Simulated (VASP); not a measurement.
# Zr4Cl (P4/nmm) in VASP: a series of runs, part 2 of 2

VASP 6.6.1. Earlier steps stand in the parts before.

### 3 Relaxation of cell and atoms, PBE

This run uses another cell than the first one, of 20.84 Å³/atom.

INCAR

```
ALGO     = Normal         # electronic algorithm
EDIFF    = 1E-7           # SCF threshold, eV
EDIFFG   = -0.08          # ionic threshold
ENCUT    = 500            # plane-wave cutoff, eV
GGA      = PE             # functional
GGA_COMPAT= False        
IBRION   = 2              # ionic algorithm
ISIF     = 3              # what is computed and relaxed
ISMEAR   = 0              # smearing method
LASPH    = True           # aspherical terms in the spheres
LCHARG   = False          # write CHGCAR
LREAL    = False          # projectors in reciprocal space
LWAVE    = False          # write WAVECAR
NELM     = 120            # most SCF steps
NELMIN   = 4            
NSW      = 36             # ionic steps
PREC     = Accurate       # precision mode
SIGMA    = 0.2            # smearing width, eV
```

KPOINTS

```
k-points
0
Gamma
  3 3 4
```

POSCAR

```
Zr4Cl
1.0
    7.0373278800      0.0000000000      0.0000000000
    0.0000000000      7.0373278800      0.0000000000
    0.0000000000      0.0000000000      4.2087600200
Zr Cl
8 2
Direct
    0.5000000000      0.7688795800      0.2605624600
    0.5000000000      0.2311204200      0.2605624600
    0.7311204200      0.0000000000      0.2605624600
    0.2688795800      0.0000000000      0.2605624600
    0.0000000000      0.2688795800      0.7394375400
    0.0000000000      0.7311204200      0.7394375400
    0.7688795800      0.5000000000      0.7394375400
    0.2311204200      0.5000000000      0.7394375400
    0.0000000000      0.0000000000      0.0000000000
    0.5000000000      0.5000000000      0.0000000000
```

Potentials or basis: VASP PAW PBE potentials, release 64 (Zr_sv, Cl).

Command:

```
cat potpaw_PBE.64/Zr_sv/POTCAR potpaw_PBE.64/Cl/POTCAR > POTCAR
mpirun -np 1 vasp_std > vasp.out
```

OUTCAR:

```text
EDIFF = 1E-7
   EDIFFG = -0.08
   ENCUT = 500
   GGA = PE
   IBRION = 2
   ISIF = 3
   ISMEAR = 0
   LASPH = True
   LREAL = False
   NELM = 120
   NELMIN = 4
   NSW = 36
   PREC = Accurate

 ion  position               nearest neighbor table
   1  0.500  0.769  0.261-  10 2.19   4 2.30   3 2.30   2 3.25   8 3.35   7 3.35   7 3.46   8 3.46
                             2 3.78
   2  0.500  0.231  0.261-  10 2.19   4 2.30   3 2.30   1 3.25   8 3.35   7 3.35   7 3.46   8 3.46
                             1 3.78
   3  0.731  0.000  0.261-   9 2.19   2 2.30   1 2.30   4 3.25   6 3.35   5 3.35   5 3.46   6 3.46
                             4 3.78
   4  0.269  0.000  0.261-   9 2.19   2 2.30   1 2.30   3 3.25   6 3.35   5 3.35   5 3.46   6 3.46
                             3 3.78
   5  0.000  0.269  0.739-   9 2.19   8 2.30   7 2.30   6 3.25   3 3.35   4 3.35   3 3.46   4 3.46
                             6 3.78
[... 206 lines left out ...]
  in kB      522.7000097    522.7000097     86.9273823      0.0000000      0.0000000      0.0000000
  external PRESSURE =     377.4424672 kB  Pullay stress =       0.0000000 kB
[... 1372 lines left out ...]
     65       8.2225      0.00000
     66       8.3081      0.00000

[... ionic steps 4 to 15 ...]

--------------------------------------- Ionic step       16  -------------------------------------------

 number of electron     110.0000019 magnetization

------------------------ aborting loop because EDIFF is reached ----------------------------------------
[... 83 lines left out ...]
--------------------------------------- Ionic step       18  -------------------------------------------

 number of electron     110.0000019 magnetization

 Free energy of the ion-electron system (eV)
  ---------------------------------------------------
  ext. energy  EPLUGINS =         0.00000000
  ---------------------------------------------------
  free energy    TOTEN  =       -67.57330603 eV

  energy without entropy =      -67.29733887  energy(sigma->0) =      -67.43532245

 E-fermi :   8.5573     XC(G=0): -10.7463

 val. band max:        8.5519438443   @ k =   0.3333   0.3333   0.2500
 cond. band min:       8.5573544171   @ k =   0.0000   0.0000   0.2500
 fundamental gap:      0.0054105728
 Fermi energy:         8.5572934177
[... 656 lines left out ...]
  FREE ENERGIE OF THE ION-ELECTRON SYSTEM (eV)
  ---------------------------------------------------
  free  energy   TOTEN  =       -67.5733060267 eV

  energy  without entropy=      -67.2973388749  energy(sigma->0) =      -67.43532245

 reached required accuracy - stopping structural energy minimisation
```

OSZICAR:

```text
N       E                     dE             d eps       ncg     rms          rms(c)
DAV:   1     0.127983847564E+04    0.12798E+04   -0.57660E+04  1188   0.162E+03
DAV:   2     0.602403412253E+02   -0.12196E+04   -0.11912E+04  1358   0.496E+02
DAV:   3    -0.401951382695E+02   -0.10044E+03   -0.97114E+02  1728   0.116E+02
DAV:   4    -0.524144579814E+02   -0.12219E+02   -0.11883E+02  2024   0.347E+01
[... 247 lines left out ...]
DAV:   7    -0.675733051977E+02   -0.84584E-05   -0.14509E-05  1636   0.129E-02    0.480E-03
DAV:   8    -0.675733056631E+02   -0.46534E-06   -0.10582E-06  1286   0.328E-03    0.198E-03
DAV:   9    -0.675733061466E+02   -0.48357E-06   -0.14543E-07   864   0.208E-03    0.714E-04
DAV:  10    -0.675733060119E+02    0.13472E-06   -0.34941E-08   800   0.896E-04    0.239E-04
DAV:  11    -0.675733060267E+02   -0.14747E-07   -0.12623E-08   760   0.444E-04
  18 F= -.67573306E+02 E0= -.67435322E+02  d E =-.559371E-02
```

Wall time 26 min (1 thread of AMD EPYC 7R13 (Zen 3), shared host); peak memory 0.32 GiB.

Results:

```yaml
Free_energy: -67.5733 eV
Relaxed_volume: 22.84 Å³/atom
Relaxed_cell: a = 8.621 Å, b = 8.621 Å, c = 3.073 Å, α = 90.00°, β = 90.00°, γ = 90.00°
Space_group_after_relaxing_to_0.1_Å: P4/nmm (No. 129)
Energy_gained_by_relaxing: 1607.5 meV/atom
Ionic_steps: 18
Pressure_after_relaxing: 0.1 GPa
Largest_force_after_relaxing: 0.070 eV/Å
Band_gap_on_the_k_mesh: zero (bands 55 and 56 overlap by 0.92 eV)
```

Forces on the atoms (eV/Å):
```
Zr   0.000 -0.052  0.046
Zr   0.000  0.052  0.046
Zr   0.052  0.000  0.046
Zr  -0.052  0.000  0.046
Zr   0.000 -0.052 -0.046
Zr   0.000  0.052 -0.046
Zr  -0.052  0.000 -0.046
Zr   0.052  0.000 -0.046
Cl   0.000  0.000  0.000
Cl   0.000  0.000  0.000
```

The path:
```csv
step,energy change (eV),largest force (eV/Å),pressure (GPa),volume (Å³)
1,0.0000,3.8569,37.74,208.43
2,-6.4933,0.2291,-11.51,387.68
3,-11.3385,1.0447,-3.06,296.33
4,-11.3446,1.0837,-2.62,294.13
5,-11.3431,1.1177,-2.23,292.25
6,-12.1217,0.9555,-1.41,279.07
7,-12.9125,1.5375,2.46,252.94
8,-13.4555,1.4390,0.95,251.98
9,-14.7874,1.1748,-2.06,247.71
10,-14.3936,1.0845,0.01,232.42
11,-15.3992,1.1231,-2.44,242.65
12,-15.4329,1.0906,-2.21,240.57
13,-15.4378,1.1017,-2.32,241.34
14,-15.8385,0.7147,-0.10,230.95
15,-15.9110,0.4150,1.84,224.17
16,-16.0672,0.0426,-0.01,228.66
17,-16.0693,0.0842,-0.21,229.29
18,-16.0749,0.0697,0.09,228.38
```

Final structure:
```
Zr Cl
1.0
     8.62137    0.00000    0.00000
     0.00000    8.62137    0.00000
     0.00000    0.00000    3.07263
Zr Cl
8 2
Direct
  0.50000 0.76378 0.40005
  0.50000 0.23622 0.40005
  0.73622 0.00000 0.40005
  0.26378 0.00000 0.40005
  0.00000 0.26378 0.59995
  0.00000 0.73622 0.59995
  0.76378 0.50000 0.59995
  0.23622 0.50000 0.59995
  0.00000 0.00000 0.00000
  0.50000 0.50000 0.00000
```

Levels at points of the mesh, in eV from the Fermi level:
```csv
k point,band 52,band 53,band 54,band 55,band 56,band 57
"(0.00, 0.00, 0.00)",-0.96,-0.76,-0.76,-0.67,-0.67,-0.25
"(0.00, 0.00, 0.50)",-0.28,-0.21,-0.01,0.02,0.22,0.22
```

Caveat: the k points lie up to 0.51 Å⁻¹ apart in the final cell, too coarse for converged energies and pressures of a metal; a cell axis changed by over 15 % at a fixed basis, so the end point is rough; the relaxation stopped at a loose force limit of 0.08 eV/Å, so its end isn't a converged minimum.
